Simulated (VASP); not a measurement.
# Cs (P6_3/mmc) in VASP: further runs, part 4 of 4

VASP 6.6.1. Earlier steps stand in the parts before.

## Step 5: Single point, PBEsol

This run uses another cell than the first one, of 66.27 Å³/atom, 1.333 times its volume.

INCAR

```
SYSTEM = Cs
PREC = Accurate
ENCUT = 520
EDIFF = 1E-6
ISMEAR = -1
SIGMA = 0.08
LREAL = .False.
LASPH = .True.
NELM = 100
ALGO = Normal
ISIF = 2
LWAVE = .False.
LCHARG = .True.
GGA = PS
LELF = .True.
LVHAR = .True.
NBANDS = 16
```

KPOINTS

```
Automatic mesh
0
Gamma
  8 8 5
  0 0 0
```

POSCAR

```
Cs
1.0
    4.5543998023      0.0000000000      0.0000000000
   -2.2771999011      3.9442259278      0.0000000000
    0.0000000000      0.0000000000      7.3781276797
Cs
2
Direct
    0.3333333333      0.6666666667      0.2500000000
    0.6666666667      0.3333333333      0.7500000000
```

Potentials or basis: VASP PAW PBE potentials, release 64 (Cs_sv).

Command:

```console
$ cat potpaw_PBE.64/Cs_sv/POTCAR > POTCAR
$ mpirun -np 1 vasp_std > vasp.out
```

OUTCAR:

```text
SYSTEM = Cs
   PREC = Accurate
   ENCUT = 520
   EDIFF = 1E-6
   ISMEAR = -1
   LREAL = .False.
   LASPH = .True.
   NELM = 100
   ISIF = 2
   GGA = PS

 ion  position               nearest neighbor table
   1  0.333  0.667  0.250-
   2  0.667  0.333  0.750-

  LATTYP: Found a hexagonal cell.
 ALAT       =     4.5543998023
 C/A-ratio  =     1.6200000000

  Lattice vectors:

 A1 = (   4.5543998023,   0.0000000000,   0.0000000000)
 A2 = (  -2.2771999011,   3.9442259278,   0.0000000000)
 A3 = (   0.0000000000,   0.0000000000,   7.3781276797)

Analysis of symmetry for initial positions (statically):
=====================================================================
 Subroutine PRICEL returns:
 Original cell was already a primitive cell.

 Routine SETGRP: Setting up the symmetry group for a
 hexagonal supercell.

 Subroutine GETGRP returns: Found 24 space group operations
 (whereof 12 operations were pure point group operations)
 out of a pool of 24 trial point group operations.

The static configuration has the point symmetry D_3d.
 The point group associated with its full space group is D_6h.

Analysis of symmetry for dynamics (positions and initial velocities):
=====================================================================
 Subroutine PRICEL returns:
 Original cell was already a primitive cell.

 Routine SETGRP: Setting up the symmetry group for a
 hexagonal supercell.

 Subroutine GETGRP returns: Found 24 space group operations
 (whereof 12 operations were pure point group operations)
 out of a pool of 24 trial point group operations.

The dynamic configuration has the point symmetry D_3d.
 The point group associated with its full space group is D_6h.

 Subroutine INISYM returns: Found 24 space group operations
 (whereof 12 operations are pure point group operations),
 and found     1 'primitive' translations

----------------------------------------------------------------------------------------

                                     Primitive cell

  volume of cell :     132.5376

  direct lattice vectors                    reciprocal lattice vectors
     4.554399802  0.000000000  0.000000000     0.219567900  0.126767586  0.000000000
    -2.277199901  3.944225928  0.000000000     0.000000000  0.253535172  0.000000000
     0.000000000  0.000000000  7.378127680     0.000000000  0.000000000  0.135535741

  length of vectors
     4.554399802  4.554399802  7.378127680     0.253535172  0.253535172  0.135535741

  position of ions in fractional coordinates (direct lattice)
     0.333333333  0.666666667  0.250000000
     0.666666667  0.333333333  0.750000000

  ion indices of the primitive-cell ions
   primitive index   ion index
                 1           1
                 2           2

----------------------------------------------------------------------------------------

 KPOINTS: Automatic mesh

Automatic generation of k-mesh.
 Grid dimensions read from file:
 generate k-points for:    8    8    5

 Generating k-lattice:

  Cartesian coordinates                     Fractional coordinates (reciprocal lattice)
     0.027445987  0.015845948  0.000000000     0.125000000  0.000000000  0.000000000
     0.000000000  0.031691897  0.000000000     0.000000000  0.125000000  0.000000000
     0.000000000  0.000000000  0.027107148     0.000000000  0.000000000  0.200000000

  Length of vectors
     0.031691897  0.031691897  0.027107148

  Shift w.r.t. Gamma in fractional coordinates (k-lattice)
     0.000000000  0.000000000  0.000000000

 Subroutine IBZKPT returns following result:
 ===========================================

 Found     30 irreducible k-points:

 Following reciprocal coordinates:
            Coordinates               Weight
  0.000000  0.000000  0.000000      1.000000
  0.125000  0.000000  0.000000      6.000000
  0.250000  0.000000  0.000000      6.000000
  0.375000  0.000000  0.000000      6.000000
  0.500000  0.000000  0.000000      3.000000
  0.125000  0.125000  0.000000      6.000000
[... 16 lines left out ...]
  0.250000  0.000000  0.400000     12.000000
  0.375000  0.000000  0.400000     12.000000
 [... further k-points ...]
   k-points           NKPTS =     30   k-points in BZ     NKDIM =     30   number of bands    NBANDS=     16
   number of dos      NEDOS =    301   number of ions     NIONS =      2
   total plane-waves  NPLWV =  72576
   dimension x,y,z NGX =    36 NGY =   36 NGZ =   56
   dimension x,y,z NGXF=    72 NGYF=   72 NGZF=  112
   ions per type =               2
   NGX,Y,Z   is equivalent  to a cutoff of  13.14, 13.14, 12.62 a.u.
   NGXF,Y,Z  is equivalent  to a cutoff of  26.28, 26.28, 25.24 a.u.
 SYSTEM =  Cs
   PREC   = accura    normal or accurate (medium, high low for compatibility)
   ISTART =      0    job   : 0-new  1-cont  2-samecut
   ICHARG =      2    charge: 1-file 2-atom 10-const
   ISPIN  =      1    spin polarized calculation?
   LNONCOLLINEAR =      F non collinear calculations
   LSORBIT =      F    spin-orbit coupling
   LASPH  =      T    aspherical Exc in radial PAW
   ENCUT  =  520.0 eV  38.22 Ry    6.18 a.u.   8.47  8.47 13.72*2*pi/ulx,y,z
   NELM   =    100;   NELMIN=  2; NELMDL= -5     # of ELM steps
   EDIFF  = 0.1E-05   stopping-criterion for ELM
   LREAL  =      F    real-space projection
   EDIFFG = 0.1E-04   stopping-criterion for IOM
   NSW    =      0    number of steps for IOM
   IBRION =     -1    ionic relax: 0-MD 1-quasi-New 2-CG
   NFREE  =      0    steps in history (QN), initial steepest desc. (CG)
   ISIF   =      2    stress and relaxation
   ISYM   =      2    0-nonsym 1-usesym 2-fastsym
   POTIM  = 0.5000    time-step for ionic-motion
   TEBEG  =    0.0;   TEEND  =   0.0 temperature during run
   PSTRESS=    0.0 pullay stress
   NELECT =      18.0000    total number of electrons
   NUPDOWN=      -1.0000    fix difference up-down
   EMIN   =  10.00;   EMAX   =-10.00  energy-range for DOS
   EFERMI =   0.00;   METHOD = LEGACY
   ISMEAR =    -1;   SIGMA  =   0.08  broadening in eV -4-tet -1-fermi 0-gaus
   EFERMI_NEDOS =   21; number of points for ismear=-14 and -15
   IALGO  =     38    algorithm
   IMIX   =      4    mixing-type and parameters
     AMIX     =   0.40;   BMIX     =  1.00
     AMIX_MAG =   1.60;   BMIX_MAG =  1.00
  volume/ion in A,a.u.               =      66.27       447.20
  Fermi-wavevector in a.u.,A,eV,Ry     =   0.841497  1.590199  9.634522  0.708117
  Thomas-Fermi vector in A             =   1.956051
   LORBIT       =      0    0 simple, 1 ext, 2 COOP (PROOUT), +10 PAW based schemes
   GGA     = PS    functional components
   LHFCALC =     F    Hartree Fock is set to
   AEXX    =    0.0000 exact exchange contribution
   IVDW    =     0    specifies the selected vdW correction
   LEPSILON=     F    determine dielectric tensor
   LRPA    =     F    only Hartree local field effects (RPA)
 non-spin polarized calculation
  energy-cutoff  :      520.00
  volume of cell :      132.54
 maximum number of plane-waves:      3609
 NGX is ok and might be reduce to    36
   NGX = 17   NGY = 17   NGZ = 27

 number of electron      18.0000001 magnetization

 Free energy of the ion-electron system (eV)
  ---------------------------------------------------
  ext. energy  EPLUGINS =         0.00000000
  ---------------------------------------------------
  free energy    TOTEN  =        -1.51285294 eV

  energy without entropy =       -1.45289028  energy(sigma->0) =       -1.48287161

 E-fermi :   2.1229     XC(G=0):  -7.1470

 val. band max:        2.1062996923   @ k =   0.5000   0.0000   0.0000
 cond. band min:       2.1719790300   @ k =   0.3750   0.1250   0.0000
 fundamental gap:      0.0656793377
 Fermi energy:         2.1228688642

 k-point     1 :       0.0000    0.0000    0.0000
  band No.  band energies     occupation
      1     -21.5656      2.00000
      2     -21.4916      2.00000
      3      -8.7962      2.00000
      4      -8.1300      2.00000
      5      -8.1300      2.00000
      6      -8.0318      2.00000
[... 8 lines left out ...]
     15       5.2819      0.00000
     16       5.2819      0.00000

 k-point     2 :       0.1250    0.0000    0.0000
  band No.  band energies     occupation
      1     -21.5564      2.00000
      2     -21.4873      2.00000
      3      -8.7591      2.00000
      4      -8.2199      2.00000
      5      -8.1575      2.00000
      6      -8.1253      2.00000
[... 8 lines left out ...]
     15       5.2253      0.00000
     16       5.3493      0.00000
[... 387 lines left out ...]
      5      -8.2719      2.00000
      6      -8.1700      2.00000
[... 8 lines left out ...]
     15       5.2379      0.00000
     16       5.5206      0.00000

 k-point    24 :       0.3750    0.0000    0.4000
  band No.  band energies     occupation
      1     -21.4949      2.00000
      2     -21.4837      2.00000
      3      -8.7044      2.00000
      4      -8.6555      2.00000
      5      -8.2804      2.00000
      6      -8.2195      2.00000
[... 8 lines left out ...]
     15       5.2931      0.00000
     16       5.9493      0.00000

 [... further k-points ...]
[... 5 lines left out ...]
  --------------------------------------------------------------------------------------
  -------------------------------------------------------------------------------------
  Total        1.5942458      1.5942458      1.7128504      0.0000000      0.0000000      0.0000000
  in kB       19.2719986     19.2719986     20.7057473      0.0000000      0.0000000      0.0000000
  external PRESSURE =      19.7499148 kB  Pullay stress =       0.0000000 kB

 VOLUME and BASIS-vectors are now :
 -----------------------------------------------------------------------------
  energy-cutoff  :      520.00
  volume of cell :      132.54
      direct lattice vectors                 reciprocal lattice vectors
     4.554399802  0.000000000  0.000000000     0.219567900  0.126767586  0.000000000
    -2.277199901  3.944225928  0.000000000     0.000000000  0.253535172  0.000000000
     0.000000000  0.000000000  7.378127680     0.000000000  0.000000000  0.135535741

 POSITION                                       TOTAL-FORCE (eV/Angst)
 -----------------------------------------------------------------------------------
     -0.00000      2.62948      1.84453        -0.000000      0.000000      0.000000
      2.27720      1.31474      5.53360         0.000000     -0.000000      0.000000
 -----------------------------------------------------------------------------------
    total drift:                               -0.000000      0.000000     -0.000000

  FREE ENERGIE OF THE ION-ELECTRON SYSTEM (eV)
  ---------------------------------------------------
  free  energy   TOTEN  =        -1.5128529383 eV

  energy  without entropy=       -1.4528902757  energy(sigma->0) =       -1.48287161
```

OSZICAR:

```text
N       E                     dE             d eps       ncg     rms          rms(c)
DAV:   1     0.123960145548E+03    0.12396E+03   -0.67132E+03   960   0.878E+02
DAV:   2     0.102961465666E+02   -0.11366E+03   -0.10955E+03  1456   0.159E+02
DAV:   3    -0.137858885132E+01   -0.11675E+02   -0.11639E+02  1232   0.563E+01
DAV:   4    -0.153290297252E+01   -0.15431E+00   -0.15427E+00  1240   0.750E+00
DAV:   5    -0.153382941338E+01   -0.92644E-03   -0.92643E-03  1272   0.599E-01    0.471E-01
DAV:   6    -0.151810077237E+01    0.15729E-01   -0.14920E-02  1120   0.573E-01    0.245E-01
DAV:   7    -0.151276442118E+01    0.53364E-02   -0.15984E-02  1120   0.587E-01    0.951E-02
DAV:   8    -0.151285239739E+01   -0.87976E-04   -0.31914E-04  1352   0.109E-01    0.890E-03
DAV:   9    -0.151285378363E+01   -0.13862E-05   -0.47584E-06  1288   0.126E-02    0.554E-03
DAV:  10    -0.151285260799E+01    0.11756E-05   -0.16477E-06  1040   0.800E-03    0.987E-04
DAV:  11    -0.151285293827E+01   -0.33029E-06   -0.72982E-08   872   0.167E-03
   1 F= -.15128529E+01 E0= -.14828716E+01  d E =-.599627E-01
```

stdout:

```text
POSCAR found type information on POSCAR Cs
 POSCAR found :  1 types and       2 ions
 scaLAPACK will be used
 -----------------------------------------------------------------------------
|                                                                             |
|                                                                             |
|     You enforced a specific xc type in the INCAR file but a different       |
|     I HOPE YOU KNOW WHAT YOU ARE DOING!                                     |
|                                                                             |
 -----------------------------------------------------------------------------

 LDA part: xc-table for (Slater+PW92), standard interpolation
 POSCAR, INCAR and KPOINTS ok, starting setup
 FFT: planning ... GRIDC
 FFT: planning ... GRID_SOFT
 FFT: planning ... GRID
 WAVECAR not read
 entering main loop
```

Run time: 24 s. Hardware: 1 thread of Intel Xeon 6975P-C (Granite Rapids), shared host; peak memory 0.25 GiB.

What came out:

```
Free energy            : -1.5129 eV
Pressure               : 2.0 GPa
Band gap on the k mesh : zero (band 9 reaches 2.53 eV, above the bottom of band 10 at 1.31 eV)
```

Levels at points of the mesh, in eV from the Fermi level:
```csv
k point,band 6,band 7,band 8,band 9,band 10,band 11,band 12,band 13
"(0.00, 0.00, 0.00)",-10.15,-10.15,-10.14,-2.15,-0.31,1.84,2.61,2.61
"(0.50, 0.00, 0.00)",-10.42,-10.33,-10.24,-0.02,0.14,0.37,1.39,2.24
```

Caveat: the PAW data sets were made with another functional, which shifts forces and pressure a little; spin-orbit coupling is left out, which moves the levels of the heavy elements.

## Step 6: The runs side by side

```csv
cell,gap on the mesh (eV),pressure (GPa)
"a = 4.138, b = 4.138, c = 6.703 Å, angles 90.0, 90.0, 120.0°, 2 atoms",none,4.0
"a = 4.342, b = 4.342, c = 7.034 Å, angles 90.0, 90.0, 120.0°, 2 atoms",none,2.9
"a = 4.554, b = 4.554, c = 7.378 Å, angles 90.0, 90.0, 120.0°, 2 atoms",none,2.0
```

Alike in all rows: task single point; level PBEsol; potentials or basis VASP PAW PBE potentials, release 64 (Cs_sv); no spin polarisation; k mesh 8 × 8 × 5; cutoff (eV) 520; smearing fermi-dirac 0.08 eV.

Caveats: the PAW data sets were made with another functional, which shifts forces and pressure a little; spin-orbit coupling is left out, which moves the levels of the heavy elements.

Total energies depend on the potentials used, so only differences within one code and one set of settings carry meaning.
